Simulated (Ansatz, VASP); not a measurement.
CaO: VASP beside Ansatz

INCAR

```
PREC     = Accurate       # precision mode
ENCUT    = 520            # plane-wave cutoff, eV
EDIFF    = 1E-6           # SCF threshold, eV
ISMEAR   = 0              # smearing method
SIGMA    = 0.1            # smearing width, eV
LREAL    = F              # projectors in reciprocal space
LASPH    = T              # aspherical terms in the spheres
NELM     = 60             # most SCF steps
ALGO     = Normal         # electronic algorithm
ISIF     = 2              # what is computed and relaxed
LWAVE    = F              # write WAVECAR
LCHARG   = F              # write CHGCAR
GGA      = PE             # functional
NBANDS   = 24             # bands
```

File KPOINTS:

```
regular mesh
0
Gamma
  6 6 4
```

Contents of POSCAR:

```
CaO
1.0
    3.5606175025      0.0000000000      0.0000000000
   -1.7803087512      3.0835852103      0.0000000000
    0.0000000000      0.0000000000      6.0517561842
Ca O
2 2
Direct
    0.3333333300      0.6666666700      0.2500000000
    0.6666666700      0.3333333300      0.7500000000
    0.0000000000      0.0000000000      0.0000000000
    0.0000000000      0.0000000000      0.5000000000
```

Input for Ansatz:

```yaml
crystal:
  lattice:
    - [3.5606175025, 0.0, 0.0]
    - [-1.7803087512, 3.0835852103, 0.0]
    - [0.0, 0.0, 6.0517561842]
  atoms:
    - { symbol: Ca, position: [0.33333333, 0.66666667, 0.25] }
    - { symbol: Ca, position: [0.66666667, 0.33333333, 0.75] }
    - { symbol: O, position: [0.0, 0.0, 0.0] }
    - { symbol: O, position: [0.0, 0.0, 0.5] }
basis:
  ecutwfc: 420
kpoints:
  mp_grid: { grid: [6, 6, 4] }
hamiltonian:
  xc: pbe
scf:
  occupations: { method: gaussian, width: 0.1 }
output:
  forces: true
  stress: true
  eigenvalues: true
```

Alike in both runs: task single point; functional PBE; k mesh 6 × 6 × 4; occupations gaussian, width 0.1 eV; no spin polarisation.

|  | VASP | Ansatz |
| --- | --- | --- |
| version | VASP 6.6.1 | Ansatz 0.2.0 |
| potentials or method | VASP PAW PBE potentials, release 64 (Ca_sv, O), cutoff 520 eV | scalar-relativistic, plane waves, PAW |
| valence electrons in the cell | 32 | 32 |

|  | VASP | Ansatz | Ansatz less VASP |
| --- | --- | --- | --- |
| gap on the k mesh at the Fermi level (eV) | 2.47 | 2.47 | +0.005 |
| least direct gap on the mesh (eV) | 2.47 | 2.47 | +0.005 |
| pressure (GPa) | -11.3 | -11.6 | -0.28 |
| traceless stress, the component that is largest in VASP (GPa) | 2.68 | 2.68 | -0.008 |
